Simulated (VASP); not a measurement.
# Cd2S (P-3m1) in VASP: relaxation of cell and atoms with PBE

Aim: the relaxation of cell and atoms of Cd2S with PBE.

Everything below comes from runs of VASP 6.6.1. Logs are shortened: lines on timing, memory, paths and dates and some standing lists are left out, and cuts for length are marked.

## Step 1: The cell of the first run

The structure is trigonal, space group P-3m1 (No. 164). The conventional cell has a = 3.808 Å, b = 3.808 Å, c = 5.390 Å, α = 90.00°, β = 90.00°, γ = 120.00°. Within 3.6 Å of Cd (site symmetry 3m) lie 3 S at 2.73 Å and 3 Cd at 3.07 Å. S (site symmetry -3m) has 6 Cd at 2.73 Å within 3.6 Å.

## Step 2: Relaxation of cell and atoms, PBE

Contents of INCAR:

```
PREC     = Accurate       # precision mode
ENCUT    = 600            # plane-wave cutoff, eV
EDIFF    = 1E-6           # SCF threshold, eV
ISMEAR   = 0              # smearing method
SIGMA    = 0.1            # smearing width, eV
LREAL    = False          # projectors in reciprocal space
LASPH    = True           # aspherical terms in the spheres
NELM     = 60             # most SCF steps
ALGO     = Normal         # electronic algorithm
ISIF     = 3              # what is computed and relaxed
LWAVE    = False          # write WAVECAR
LCHARG   = False          # write CHGCAR
GGA      = PE             # functional
IBRION   = 2              # ionic algorithm
NSW      = 100            # ionic steps
EDIFFG   = -0.01          # ionic threshold
```

Contents of KPOINTS:

```
regular mesh
0
Gamma
  12 12 8
```

Contents of POSCAR:

```
Cd2S
1.0
    3.8076219608      0.0000000000      0.0000000000
   -1.9038109804      3.2974973461      0.0000000000
    0.0000000000      0.0000000000      5.3904799644
Cd S
2 1
Direct
    0.6666666667      0.3333333333      0.6992667505
    0.3333333333      0.6666666667      0.3007332495
    0.0000000000      0.0000000000      0.0000000000
```

Potentials or basis: VASP PAW PBE potentials, release 64 (Cd, S).

Launch:

```bash
$ cat potpaw_PBE.64/Cd/POTCAR potpaw_PBE.64/S/POTCAR > POTCAR
$ mpirun -np 1 vasp_std > vasp.out
```

OUTCAR:

```text
PREC = Accurate
   ENCUT = 600
   EDIFF = 1E-6
   ISMEAR = 0
   LREAL = False
   LASPH = True
   NELM = 60
   ISIF = 3
   GGA = PE
   IBRION = 2
   NSW = 100
   EDIFFG = -0.01

 ion  position               nearest neighbor table
   1  0.667  0.333  0.699-   3 2.73   3 2.73   3 2.73   2 3.07   2 3.07   2 3.07
   2  0.333  0.667  0.301-   3 2.73   3 2.73   3 2.73   1 3.07   1 3.07   1 3.07
   3  0.000  0.000  0.000-   1 2.73   2 2.73   1 2.73   2 2.73   1 2.73   2 2.73

  LATTYP: Found a hexagonal cell.
 ALAT       =     3.8076219608
 C/A-ratio  =     1.4157077619

  Lattice vectors:

 A1 = (   3.8076219608,   0.0000000000,   0.0000000000)
 A2 = (  -1.9038109804,   3.2974973461,   0.0000000000)
 A3 = (   0.0000000000,   0.0000000000,   5.3904799644)

Analysis of symmetry for initial positions (statically):
=====================================================================
 Subroutine PRICEL returns:
 Original cell was already a primitive cell.

 Routine SETGRP: Setting up the symmetry group for a
 hexagonal supercell.

 Subroutine GETGRP returns: Found 12 space group operations
 (whereof 12 operations were pure point group operations)
 out of a pool of 24 trial point group operations.

The static configuration has the point symmetry D_3d.

Analysis of symmetry for dynamics (positions and initial velocities):
=====================================================================
 Subroutine PRICEL returns:
 Original cell was already a primitive cell.

 Routine SETGRP: Setting up the symmetry group for a
 hexagonal supercell.

 Subroutine GETGRP returns: Found 12 space group operations
 (whereof 12 operations were pure point group operations)
 out of a pool of 24 trial point group operations.

The dynamic configuration has the point symmetry D_3d.

 Subroutine INISYM returns: Found 12 space group operations
 (whereof 12 operations are pure point group operations),
 and found     1 'primitive' translations

----------------------------------------------------------------------------------------

                                     Primitive cell

  volume of cell :      67.6808

  direct lattice vectors                    reciprocal lattice vectors
     3.807621961  0.000000000  0.000000000     0.262631115  0.151630145  0.000000000
    -1.903810980  3.297497346  0.000000000     0.000000000  0.303260290  0.000000000
     0.000000000  0.000000000  5.390479964     0.000000000  0.000000000  0.185512238

  length of vectors
     3.807621961  3.807621961  5.390479964     0.303260290  0.303260290  0.185512238

  position of ions in fractional coordinates (direct lattice)
     0.666666667  0.333333333  0.699266751
     0.333333333  0.666666667  0.300733249
     0.000000000  0.000000000  0.000000000

  ion indices of the primitive-cell ions
   primitive index   ion index
                 1           1
                 2           2
                 3           3

----------------------------------------------------------------------------------------

 KPOINTS: regular mesh

Automatic generation of k-mesh.
 Grid dimensions read from file:
 generate k-points for:   12   12    8

 Generating k-lattice:

  Cartesian coordinates                     Fractional coordinates (reciprocal lattice)
     0.021885926  0.012635845  0.000000000     0.083333333  0.000000000  0.000000000
     0.000000000  0.025271691  0.000000000     0.000000000  0.083333333  0.000000000
     0.000000000  0.000000000  0.023189030     0.000000000  0.000000000  0.125000000

  Length of vectors
     0.025271691  0.025271691  0.023189030

  Shift w.r.t. Gamma in fractional coordinates (k-lattice)
     0.000000000  0.000000000  0.000000000

 Subroutine IBZKPT returns following result:
 ===========================================

 Found    131 irreducible k-points:

 Following reciprocal coordinates:
            Coordinates               Weight
  0.000000  0.000000  0.000000      1.000000
  0.083333  0.000000  0.000000      6.000000
  0.166667  0.000000  0.000000      6.000000
  0.250000  0.000000  0.000000      6.000000
  0.333333  0.000000  0.000000      6.000000
  0.416667  0.000000  0.000000      6.000000
[... 16 lines left out ...]
  0.166667  0.000000  0.125000      6.000000
  0.000000  0.166667  0.125000      6.000000
 [... further k-points ...]
   k-points           NKPTS =    131   k-points in BZ     NKDIM =    131   number of bands    NBANDS=     19
   number of dos      NEDOS =    301   number of ions     NIONS =      3
   total plane-waves  NPLWV =  43200
   dimension x,y,z NGX =    30 NGY =   30 NGZ =   48
   dimension x,y,z NGXF=    60 NGYF=   60 NGZF=   96
   ions per type =               2   1
   NGX,Y,Z   is equivalent  to a cutoff of  13.10, 13.10, 14.80 a.u.
   NGXF,Y,Z  is equivalent  to a cutoff of  26.20, 26.20, 29.61 a.u.
 SYSTEM =  unknown system
   PREC   = accura    normal or accurate (medium, high low for compatibility)
   ISTART =      0    job   : 0-new  1-cont  2-samecut
   ICHARG =      2    charge: 1-file 2-atom 10-const
   ISPIN  =      1    spin polarized calculation?
   LNONCOLLINEAR =      F non collinear calculations
   LSORBIT =      F    spin-orbit coupling
   LASPH  =      T    aspherical Exc in radial PAW
   ENCUT  =  600.0 eV  44.10 Ry    6.64 a.u.   7.60  7.60 10.77*2*pi/ulx,y,z
   NELM   =     60;   NELMIN=  2; NELMDL= -5     # of ELM steps
   EDIFF  = 0.1E-05   stopping-criterion for ELM
   LREAL  =      F    real-space projection
   EDIFFG = -.1E-01   stopping-criterion for IOM
   NSW    =    100    number of steps for IOM
   IBRION =      2    ionic relax: 0-MD 1-quasi-New 2-CG
   NFREE  =      1    steps in history (QN), initial steepest desc. (CG)
   ISIF   =      3    stress and relaxation
   ISYM   =      2    0-nonsym 1-usesym 2-fastsym
   POTIM  = 0.5000    time-step for ionic-motion
   TEBEG  =    0.0;   TEEND  =   0.0 temperature during run
   PSTRESS=    0.0 pullay stress
   NELECT =      30.0000    total number of electrons
   NUPDOWN=      -1.0000    fix difference up-down
   EMIN   =  10.00;   EMAX   =-10.00  energy-range for DOS
   EFERMI =   0.00;   METHOD = LEGACY
   ISMEAR =     0;   SIGMA  =   0.10  broadening in eV -4-tet -1-fermi 0-gaus
   EFERMI_NEDOS =   21; number of points for ismear=-14 and -15
   IALGO  =     38    algorithm
   IMIX   =      4    mixing-type and parameters
     AMIX     =   0.40;   BMIX     =  1.00
     AMIX_MAG =   1.60;   BMIX_MAG =  1.00
  volume/ion in A,a.u.               =      22.56       152.24
  Fermi-wavevector in a.u.,A,eV,Ry     =   1.248226  2.358806 21.198816  1.558069
  Thomas-Fermi vector in A             =   2.382323
   LORBIT       =      0    0 simple, 1 ext, 2 COOP (PROOUT), +10 PAW based schemes
   GGA     = PE    functional components
   LHFCALC =     F    Hartree Fock is set to
   AEXX    =    0.0000 exact exchange contribution
   IVDW    =     0    specifies the selected vdW correction
   LEPSILON=     F    determine dielectric tensor
   LRPA    =     F    only Hartree local field effects (RPA)
 conjugate gradient relaxation of ions
 non-spin polarized calculation
 Gauss-broadening in eV      SIGMA  =   0.10
  energy-cutoff  :      600.00
  volume of cell :       67.68
 maximum number of plane-waves:      2307
   NGX = 15   NGY = 15   NGZ = 21

--------------------------------------- Ionic step        1  -------------------------------------------

 number of electron      30.0000006 magnetization

 Free energy of the ion-electron system (eV)
  ---------------------------------------------------
  ext. energy  EPLUGINS =         0.00000000
  ---------------------------------------------------
  free energy    TOTEN  =        -6.46294253 eV

  energy without entropy =       -6.46083983  energy(sigma->0) =       -6.46189118

------------------------ aborting loop because EDIFF is reached ----------------------------------------

  FORCE on cell =-STRESS in cart. coord.  units (eV):
  Direction    XX          YY          ZZ          XY          YZ          ZX
  --------------------------------------------------------------------------------------
  -------------------------------------------------------------------------------------
  Total        0.0883181      0.0883181      0.2431582     -0.0000000      0.0000000      0.0000000
  in kB        2.0907137      2.0907137      5.7561728     -0.0000000      0.0000000      0.0000000
  external PRESSURE =       3.3125334 kB  Pullay stress =       0.0000000 kB
[... 170 lines left out ...]
  energy  without entropy=       -6.4615734621  energy(sigma->0) =       -6.46261486

--------------------------------------- Ionic step        6  -------------------------------------------

 number of electron      30.0000004 magnetization

 Free energy of the ion-electron system (eV)
  ---------------------------------------------------
  ext. energy  EPLUGINS =         0.00000000
  ---------------------------------------------------
  free energy    TOTEN  =        -6.46369652 eV

  energy without entropy =       -6.46164423  energy(sigma->0) =       -6.46267038

 E-fermi :   2.6136     XC(G=0): -10.1725

 val. band max:        2.5996251261   @ k =  -0.2500  -0.4167   0.1250
 cond. band min:       2.6528527672   @ k =   0.4167   0.0000   0.1250
 fundamental gap:      0.0532276410
 Fermi energy:         2.6135809075

 k-point     1 :       0.0000    0.0000    0.0000
  band No.  band energies     occupation
      1     -10.4702      2.00000
      2      -6.0198      2.00000
      3      -5.9696      2.00000
      4      -5.9696      2.00000
      5      -5.8099      2.00000
      6      -5.8099      2.00000
[... 11 lines left out ...]
     18       8.6375      0.00000
     19       8.6375      0.00000
[... 489 lines left out ...]
      3      -5.9579      2.00000
      4      -5.9456      2.00000
      5      -5.8423      2.00000
      6      -5.7329      2.00000
[... 11 lines left out ...]
     18       8.1190      0.00000
     19       8.6319      0.00000

 [... further k-points ...]
[... 5 lines left out ...]
  --------------------------------------------------------------------------------------
  -------------------------------------------------------------------------------------
  Total        0.0037350      0.0037350      0.0211636      0.0000000      0.0000000      0.0000000
  in kB        0.0880087      0.0880087      0.4986774      0.0000000      0.0000000      0.0000000
  external PRESSURE =       0.2248983 kB  Pullay stress =       0.0000000 kB
[... 18 lines left out ...]
  FREE ENERGIE OF THE ION-ELECTRON SYSTEM (eV)
  ---------------------------------------------------
  free  energy   TOTEN  =        -6.4636965167 eV

  energy  without entropy=       -6.4616442340  energy(sigma->0) =       -6.46267038

 reached required accuracy - stopping structural energy minimisation
```

Run time: 3.3 min. Hardware: 1 thread of Intel Xeon 6975P-C (Granite Rapids), shared host; peak memory 0.35 GiB.

What came out:

- Free energy: -6.4637 eV
- Relaxed volume: 22.67 Å³/atom
- Relaxed cell: a = 3.807 Å, b = 3.807 Å, c = 5.417 Å, α = 90.00°, β = 90.00°, γ = 120.00°
- Space group after relaxing (to 0.05 Å): P-3m1 (No. 164)
- Energy gained by relaxing: 0.3 meV/atom
- Ionic steps: 6
- Pressure after relaxing: 0.0 GPa
- Band gap on the k mesh: zero (band 15 reaches 3.76 eV, above the bottom of band 16 at 1.61 eV)

The path:
```
step  energy change (eV)  largest force (eV/Å)  pressure (GPa)  volume (Å³)
   1              0.0000                0.0431            0.33        67.68
   2             -0.0006                0.0039           -0.07        68.14
   3             -0.0006                0.0063           -0.07        68.11
   4             -0.0006                0.0080           -0.05        68.09
   5             -0.0007                0.0039            0.00        68.05
   6             -0.0008                0.0004            0.02        68.00
```

Final structure:
```cif
data_structure
_symmetry_space_group_name_H-M 'P 1'
_symmetry_Int_Tables_number 1
_cell_length_a 3.8071
_cell_length_b 3.8071
_cell_length_c 5.4170
_cell_angle_alpha 90.000
_cell_angle_beta 90.000
_cell_angle_gamma 120.000
_cell_volume 68.00
loop_
_atom_site_label
_atom_site_type_symbol
_atom_site_fract_x
_atom_site_fract_y
_atom_site_fract_z
_atom_site_occupancy
Cd1 Cd 0.66667 0.33333 0.69872 1
Cd2 Cd 0.33333 0.66667 0.30128 1
S1 S 0.00000 0.00000 0.00000 1
```
